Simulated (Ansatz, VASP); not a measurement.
**One calculation of Mg, two programs**

```xyz
1
Lattice="3.0014 0.0000 0.0000 -1.5007 2.5993 0.0000 0.0000 0.0000 3.0874" Properties=species:S:1:pos:R:3 pbc="T T T"
Mg    0.0000    0.0000    0.0000
```

Alike in both runs: task single point; functional PBEsol; k mesh 15 × 15 × 14; occupations gaussian, width 0.1 eV; no spin polarisation.

```csv
,VASP,Ansatz
version,VASP 6.6.1,Ansatz 0.2.0
potentials or method,"VASP PAW PBE potentials, release 64 (Mg), cutoff 600 eV","scalar-relativistic, plane waves, PAW"
valence electrons in the cell,2,10
```

VASP gave:

- gap on the k mesh at the Fermi level (eV): none
- pressure (GPa): 1.6
- traceless stress, the component that is largest in VASP (GPa): -2.24

**Question.** Estimate Ansatz's values.

**Answer.** gap on the k mesh at the Fermi level (eV): none; pressure (GPa): 1.6; traceless stress, the component that is largest in VASP (GPa): -2.23.

VASP's potentials were made for PBE, not for PBEsol. A gap of «none» marks a metal or a gap that the smearing closes. The functional is the same, so the differences come from potentials, cutoffs and numerics. VASP's potentials hold 2 valence electrons a cell and Ansatz's 10, so a difference there can come from the potentials and not from the codes.
